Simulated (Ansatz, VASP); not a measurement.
Two plane-wave programs on SiC

The input INCAR:

```
PREC = Accurate
ENCUT = 520
EDIFF = 1E-7
ISMEAR = 0
SIGMA = 0.05
LREAL = False
LASPH = True
NELM = 80
ALGO = Normal
ISIF = 2
LWAVE = False
LCHARG = False
NBANDS = 26
```

The input KPOINTS:

```
Automatic mesh
0
Gamma
  10 10 3
```

POSCAR

```
SiC
1.0
   -3.0759982064      0.0000000000      0.0000000000
   -1.5379991032     -2.6638925888      0.0000000000
    0.0000000000      0.0000000000     11.0960000000
Si C
4 4
Direct
    0.3333333333      0.3333333333      0.5948323720
    0.3333333333      0.3333333333      0.1398936554
    0.6666666667      0.6666666667      0.8223017304
    0.6666666667      0.6666666667      0.3673630137
    0.3333333333      0.3333333333      0.7699837779
    0.3333333333      0.3333333333      0.3150450613
    0.6666666667      0.6666666667      0.0875757030
    0.6666666667      0.6666666667      0.5425144196
```

Input for Ansatz:

```yaml
crystal:
  lattice:
    - [-3.0759982064, 0.0, 0.0]
    - [-1.5379991032, -2.6638925888, 0.0]
    - [0.0, 0.0, 11.096]
  atoms:
    - { symbol: Si, position: [0.3333333333, 0.3333333333, 0.594832372] }
    - { symbol: Si, position: [0.3333333333, 0.3333333333, 0.1398936554] }
    - { symbol: Si, position: [0.6666666667, 0.6666666667, 0.8223017304] }
    - { symbol: Si, position: [0.6666666667, 0.6666666667, 0.3673630137] }
    - { symbol: C, position: [0.3333333333, 0.3333333333, 0.7699837779] }
    - { symbol: C, position: [0.3333333333, 0.3333333333, 0.3150450613] }
    - { symbol: C, position: [0.6666666667, 0.6666666667, 0.087575703] }
    - { symbol: C, position: [0.6666666667, 0.6666666667, 0.5425144196] }
basis:
  ecutwfc: 420
kpoints:
  mp_grid: { grid: [10, 10, 3] }
hamiltonian:
  xc: lda
scf:
  occupations: { method: gaussian, width: 0.05 }
output:
  forces: true
  stress: true
  eigenvalues: true
```

Alike in both runs: task single point; functional LDA; k mesh 10 × 10 × 3; occupations gaussian, width 0.05 eV; no spin polarisation.

|  | VASP | Ansatz |
| --- | --- | --- |
| version | VASP 6.6.1 | Ansatz 0.2.0 |
| potentials or method | VASP PAW LDA potentials, release 64 (Si, C), cutoff 520 eV | scalar-relativistic, plane waves, PAW |
| valence electrons in the cell | 32 | 32 |

```tsv
	VASP	Ansatz	Ansatz less VASP
gap on the k mesh at the Fermi level (eV)	1.01	1.01	+0.001
least direct gap on the mesh (eV)	1.90	1.90	-0.002
pressure (GPa)	-7.0	-7.4	-0.33
traceless stress, the component that is largest in VASP (GPa)	-9.66	-9.50	+0.160
rms of the force components (eV/Å)	0.502	0.500	-0.0014
```

LDA's correlation is that of Perdew and Zunger in VASP and of Perdew and Wang (1992) in Ansatz. Atom by atom the forces differ by 0.007 eV/Å (rms over components).
